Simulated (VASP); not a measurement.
Input of a VASP 6.6.1 run:

File INCAR:

```
PREC = Accurate ; ENCUT = 520
EDIFF = 1E-6 ; ISMEAR = 0
SIGMA = 0.1 ; LREAL = F
LASPH = T ; NELM = 120
ALGO = Normal ; ISIF = 2
LWAVE = F ; LCHARG = T
LDIPOL = T ; IDIPOL = 3
DIPOL = 0.5 0.5 0.480 ; GGA = PS
LELF = T ; LVHAR = T
LVACPOTAV = T ; NBANDS = 28
ISYM = 0 ; GGA_COMPAT = F
NELMDL = -8
```

File KPOINTS:

```
Automatic mesh
0
Gamma
  12 4 1
```

File POSCAR:

```
C8N
1.0
    2.4588140226      0.0000000000      0.0000000000
   -1.2294070113      8.7848638378      0.0000000000
    0.0000000000      0.0000000000     25.8863084286
C N
8 1
Direct
    0.0391697949      0.0783395899      0.3283589092
    0.5489622436      0.0979244873      0.3549610354
    0.5685471411      0.1370942823      0.4081652878
    0.0783395898      0.1566791797      0.4347674139
    0.0975388222      0.1950880229      0.4881013608
    0.6084172191      0.2168472503      0.5145975168
    0.6416439918      0.2834622663      0.5639098904
    0.1375756226      0.2745348710      0.6017005676
    0.6122649055      0.2236041967      0.6287471195
```

Potentials or basis: VASP PAW PBE potentials, release 64 (C, N).

The run is started by

```sh
$ cat potpaw_PBE.64/C/POTCAR potpaw_PBE.64/N/POTCAR > POTCAR
$ mpirun -np 1 vasp_std > vasp.out
```

Question: What does it give for the band gap on the k mesh?

Answer: Zero (an odd number of electrons rules out a gap without spin polarisation).

Question: What does it give for the largest force?

Answer: 2.842 eV/Å.

Forces on the atoms (eV/Å):
```
C    0.000  0.415  1.813
C    0.000 -0.657 -2.764
C    0.000  0.267  0.989
C    0.000 -0.041 -0.096
C   -0.001 -0.001  0.007
C    0.002  0.002 -0.009
C   -0.014  0.031 -0.005
C    0.007  0.019 -0.008
N    0.006 -0.035  0.074
```

Caveat: the PAW data sets were made with another functional, which shifts forces and pressure a little.
